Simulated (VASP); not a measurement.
Wanted: the native input for a VASP 6.6.1 run.

```yaml
Task: single point
Functional: PBEsol
Potentials_or_basis: VASP PAW PBE potentials, release 64 (Te, Sn_d)
Cutoff: 500 eV
k_mesh: 6 × 6 × 6
Occupations: fermi-dirac, width 0.02 eV
Spin: no spin polarisation
Dipole_correction: no
Further_INCAR_settings: ALGO = Normal; EDIFF = 1e-06; NBANDS = 17
```

The structure of SnTe lies in POSCAR:

```
SnTe
1.0
    0.0000000000      3.6111460000      3.6111460000
    3.6111460000      0.0000000000      3.6111460000
    3.6111460000      3.6111460000      0.0000000000
Te Sn
1 1
Direct
    0.2500000000      0.2500000000      0.2500000000
    0.0000000000      0.0000000000      0.0000000000
```

These files were run (other wordings do the same):

INCAR

```
SYSTEM = SnTe
  ALGO = Normal
  EDIFF = 1E-6
  ENCUT = 500
  GGA = PS
  GGA_COMPAT = .FALSE.
  ISIF = 2
  ISMEAR = -1
  LASPH = .TRUE.
  LCHARG = .FALSE.
  LREAL = .FALSE.
  LWAVE = .FALSE.
  NBANDS = 17
  NELM = 120
  PREC = Accurate
  SIGMA = 0.02
```

KPOINTS

```
k-points
0
G
  6 6 6
  0 0 0
```

Potentials or basis: VASP PAW PBE potentials, release 64 (Te, Sn_d).

The run is started by

```sh
$ cat potpaw_PBE.64/Te/POTCAR potpaw_PBE.64/Sn_d/POTCAR > POTCAR
$ mpirun -np 1 vasp_std > vasp.out
```

Results of the run:

The pressure is -1.4 GPa and the band gap on the k mesh is 0.23 eV, indirect (least direct gap 0.76 eV).

Caveat: the PAW data sets were made with another functional, which shifts forces and pressure a little; spin-orbit coupling is left out, which moves the levels of the heavy elements.

It took 11 s on 1 thread of Intel(R) Xeon(R) 6975P-C (Granite Rapids) (shared host), peak memory 0.24 GiB.
